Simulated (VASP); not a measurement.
**AlSn: relaxation of cell and atoms with PBEsol**

AlSn:

```
Al Sn
1.0
     4.21225    0.00000    0.00000
    -2.10612    3.64791    0.00000
     0.00000    0.00000    3.17195
Al Sn
1 1
Direct
  0.00000 0.00000 0.00000
  0.33333 0.66667 0.50000
```

```json
{
 "Program": "VASP 6.6.1",
 "Task": "relaxation of cell and atoms",
 "Functional": "PBEsol",
 "Potentials or basis": "VASP PAW PBE potentials, release 64 (Al, Sn_d)",
 "Cutoff": "600 eV",
 "k mesh": "11 × 11 × 12",
 "Occupations": "fermi-dirac, width 0.05 eV",
 "Spin": "no spin polarisation",
 "Dipole correction": "no",
 "Further INCAR settings": "ALGO = Normal; EDIFF = 1e-07; IBRION = 2; EDIFFG = -0.005; NSW = 32; ISIF = 3"
}
```

| Quantity | Value |
| --- | --- |
| Relaxed volume | 24.36 Å³/atom |
| Relaxed cell | a = 4.211 Å, b = 4.211 Å, c = 3.172 Å, α = 90.00°, β = 90.00°, γ = 120.00° |
| Space group after relaxing (to 0.1 Å) | P-6m2 (No. 187) |
| Energy gained by relaxing | 0.0 meV/atom |
| Ionic steps | 2 |
| Pressure after relaxing | 0.0 GPa |
| Band gap on the k mesh | zero (an odd number of electrons rules out a gap without spin polarisation) |

Final structure:
```xyz
2
Lattice="4.2112 0.0000 0.0000 -2.1056 3.6470 0.0000 0.0000 0.0000 3.1723" Properties=species:S:1:pos:R:3 pbc="T T T"
Al    0.0000    0.0000    0.0000
Sn    0.0000    2.4314    1.5862
```

Levels at points of the mesh, in eV from the Fermi level:
```csv
k point,band 4,band 5,band 6,band 7,band 8,band 9,band 10,band 11,band 12
"(0.00, 0.00, 0.00)",-21.24,-21.24,-10.84,-0.65,-0.65,0.31,2.80,2.80,3.37
"(0.00, 0.00, 0.50)",-21.24,-21.17,-7.43,-6.34,2.62,2.62,3.51,3.51,3.56
```

Wall time 48 s on 1 thread of Intel(R) Xeon(R) 6975P-C (Granite Rapids), on a shared host, peak memory 0.24 GiB.

Caveat: the PAW data sets were made with another functional, which shifts forces and pressure a little; spin-orbit coupling is left out, which moves the levels of the heavy elements.
